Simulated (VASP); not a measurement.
The system is Ta.

```xyz
1
Lattice="-1.6309 1.6309 1.6309 1.6309 -1.6309 1.6309 1.6309 1.6309 -1.6309" Properties=species:S:1:pos:R:3 pbc="T T T"
Ta    0.0000    0.0000    0.0000
```

```yaml
Program: VASP 6.6.1
Task: relaxation of cell and atoms
Functional: PBEsol
Potentials_or_basis: VASP PAW PBE potentials, release 64 (Ta_pv)
Cutoff: 600 eV
k_mesh: 18 × 18 × 18
Occupations: gaussian, width 0.1 eV
Spin: no spin polarisation
```

At the start: pressure 3.9 GPa; volume 17.35 Å³/atom.

Q: How do energy, volume and symmetry change on relaxing?

A: Over 3 steps the energy falls by 3.8 meV/atom and the volume is 17.67 Å³/atom (+1.9 %); space group Im-3m (No. 229, to 0.05 Å).

Step by step:
| step | energy change (eV) | largest force (eV/Å) | pressure (GPa) | volume (Å³) |
| --- | --- | --- | --- | --- |
| 1 | 0.0000 | 0.0000 | 3.90 | 17.35 |
| 2 | 0.0164 | 0.0000 | -8.14 | 18.44 |
| 3 | -0.0038 | 0.0000 | -0.06 | 17.67 |

Final structure:
```xyz
1
Lattice="-1.6409 1.6409 1.6409 1.6409 -1.6409 1.6409 1.6409 1.6409 -1.6409" Properties=species:S:1:pos:R:3 pbc="T T T"
Ta    0.0000    0.0000    0.0000
```

Caveat: the PAW data sets were made with another functional, which shifts forces and pressure a little.
